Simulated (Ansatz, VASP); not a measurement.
# One calculation of GaAs, two programs

```
CELL_PARAMETERS angstrom
0.00000 2.87296 2.87296
2.87296 0.00000 2.87296
2.87296 2.87296 0.00000
ATOMIC_POSITIONS crystal
Ga 0.00000 0.00000 0.00000
As 0.25000 0.25000 0.25000
```

Alike in both runs: functional PBE; k mesh 12 × 12 × 12; occupations gaussian, width 0.02 eV; no spin polarisation.

Ansatz relaxed the structure, and its values are those at the end. VASP's run is a single point on that final structure, the one shown.

|  | VASP | Ansatz |
| --- | --- | --- |
| version | VASP 6.6.1 | Ansatz 0.2.0 |
| potentials or method | VASP PAW PBE potentials, release 64 (Ga_d, As), cutoff 500 eV | scalar-relativistic, plane waves, PAW |
| valence electrons in the cell | 18 | 28 |

Ansatz gave:

* gap on the k mesh at the Fermi level (eV): 0.16
* least direct gap on the mesh (eV): 0.16
* pressure (GPa): 0.0

Problem. Estimate VASP's values.

Solution. gap on the k mesh at the Fermi level (eV): 0.16; least direct gap on the mesh (eV): 0.16; pressure (GPa): 0.1.

The functional is the same, so the differences come from potentials, cutoffs and numerics. VASP's potentials hold 18 valence electrons a cell and Ansatz's 28, so a difference there can come from the potentials and not from the codes.
